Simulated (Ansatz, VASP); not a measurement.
# Two plane-wave programs on TiAgHg2

```xyz
4
Lattice="4.6849 0.0000 0.0000 0.0000 4.6849 0.0000 0.0000 0.0000 3.2667" Properties=species:S:1:pos:R:3 pbc="T T T"
Ti    2.3424    2.3424    0.0000
Ag    0.0000    0.0000    0.0000
Hg    0.0000    2.3424    1.6333
Hg    2.3424    0.0000    1.6333
```

Alike in both runs: functional LDA; k mesh 10 × 10 × 10; occupations fermi-dirac, width 0.15 eV; no spin polarisation.

Ansatz relaxed the structure, and its values are those at the end. VASP's run is a single point on that final structure, the one shown.

|  | VASP | Ansatz |
| --- | --- | --- |
| version | VASP 6.6.1 | Ansatz 0.2.0 |
| potentials or method | VASP PAW LDA potentials, release 64 (Ti_sv, Ag, Hg), cutoff 520 eV | scalar-relativistic, plane waves, PAW |
| valence electrons in the cell | 47 | 71 |

VASP gave:

| Property | Result |
| --- | --- |
| gap on the k mesh at the Fermi level (eV) | none |
| pressure (GPa) | 0.9 |

Problem. Estimate Ansatz's values.

Solution. gap on the k mesh at the Fermi level (eV): none; pressure (GPa): 0.0.

LDA's correlation is that of Perdew and Zunger in VASP and of Perdew and Wang (1992) in Ansatz. A gap of «none» marks a metal or a gap that the smearing closes. VASP's potentials hold 47 valence electrons a cell and Ansatz's 71, so a difference there can come from the potentials and not from the codes.

Spin-orbit coupling is off throughout.
